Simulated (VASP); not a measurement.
Runs of VASP 6.6.1 on Ta4O. The structure is that of space group Im-3m (No. 229), or close to it. The cells are those of the table. 

```csv
task,spin,cell,k mesh,cutoff (eV),gap on the mesh (eV),pressure (GPa),relaxed volume (Å³/atom)
single point,off,"a = 4.894 Å, angles 109.5°, 5 atoms",4 × 4 × 4,520,none,-8.7,-
relaxation of cell and atoms,off,"relaxed from a = 4.894 Å, angles 109.5°, 5 atoms",4 × 4 × 4,600,none,-0.2,16.94
single point,off,"a = 4.787 Å, angles 109.5°, 5 atoms",4 × 4 × 4,520,none,0.4,-
single point,"collinear, ferromagnetic start","a = 4.894 Å, angles 109.5°, 5 atoms",4 × 4 × 4,520,none,-8.7,-
relaxation of cell and atoms,off,"relaxed from a = 4.787 Å, angles 109.5°, 5 atoms",10 × 10 × 10,600,none,0.0,(a)
```

Alike in all rows: level PBE; potentials or basis VASP PAW PBE potentials, release 64 (Ta_pv, O); smearing gaussian 0.1 eV.

Question: Estimate the missing entries.

Answer: (a) 17.07.

Caveats: some runs use coarse meshes; spin-orbit coupling is left out, which moves the levels of the heavy elements.

A k mesh can miss the band edges, and the runs leave out spin-orbit coupling on Ta.

A gap of «none» marks levels without a gap at the run's occupations.
